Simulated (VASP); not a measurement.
Wanted: the native input for a VASP 6.6.1 run.

```
Task                   : single point
Functional             : PBE
Dispersion             : D3(BJ)
Potentials or basis    : VASP PAW PBE potentials, release 64 (Ta_pv, H)
Cutoff                 : 520 eV
k mesh                 : 4 × 4 × 1
Occupations            : gaussian, width 0.1 eV
Spin                   : no spin polarisation
Dipole correction      : yes
Further INCAR settings : ALGO = Normal; EDIFF = 1e-06; NBANDS = 80
```

The structure of Ta6H lies in POSCAR:

```
Ta6H
1.0
    5.6896945747      0.0000000000      0.0000000000
   -1.8965648582      5.3642954889      0.0000000000
    0.0000000000      0.0000000000     23.0387161668
Ta H
12 2
Direct
    0.2500000000      0.2500000000      0.3472415712
    0.2500000000      0.7500000000      0.3472415712
    0.7500000000      0.2500000000      0.3472415712
    0.7500000000      0.7500000000      0.3472415712
    0.4999681567      0.4999111693      0.4458342708
    0.4999520040     -0.0000946078      0.4458239652
    0.0000511631      0.5000227830      0.4458261217
    0.0000731386     -0.0000225051      0.4458303447
    0.7499632450      0.7499106441      0.5443547916
    0.7500986900      0.2501757109      0.5443215936
    0.2497426727      0.7498520322      0.5443309683
    0.2500209656      0.2499607279      0.5443383702
    0.8505050656      0.5501348561      0.6864361977
    0.8267394671      0.5534925403      0.7185928284
```

One way to write it, as run:

INCAR

```
SYSTEM = Ta6H
  PREC = Accurate
  ENCUT = 520
  EDIFF = 1E-6
  ISMEAR = 0
  SIGMA = 0.1
  LREAL = .False.
  LASPH = .True.
  NELM = 60
  ALGO = Normal
  ISIF = 2
  LWAVE = .False.
  LCHARG = .False.
  LDIPOL = .True.
  IDIPOL = 3
  DIPOL = 0.5 0.5 0.482
  GGA = PE
  IVDW = 12
  NBANDS = 80
```

KPOINTS

```
Automatic mesh
0
Gamma
  4 4 1
  0 0 0
```

Potentials or basis: VASP PAW PBE potentials, release 64 (Ta_pv, H).

Run with:

```console
$ cat potpaw_PBE.64/Ta_pv/POTCAR potpaw_PBE.64/H/POTCAR > POTCAR
$ mpirun -np 1 vasp_std > vasp.out
```

Results of the run:

- Largest force: 0.036 eV/Å
- Band gap on the k mesh: zero (bands 67 and 68 overlap by 0.92 eV)
- Dispersion energy per atom: -0.371 eV

Caveat: spin-orbit coupling is left out, which moves the levels of the heavy elements.

Run time: 19 min on 1 thread of Intel(R) Xeon(R) 6975P-C (Granite Rapids), on a shared host, peak memory 0.9 GiB.
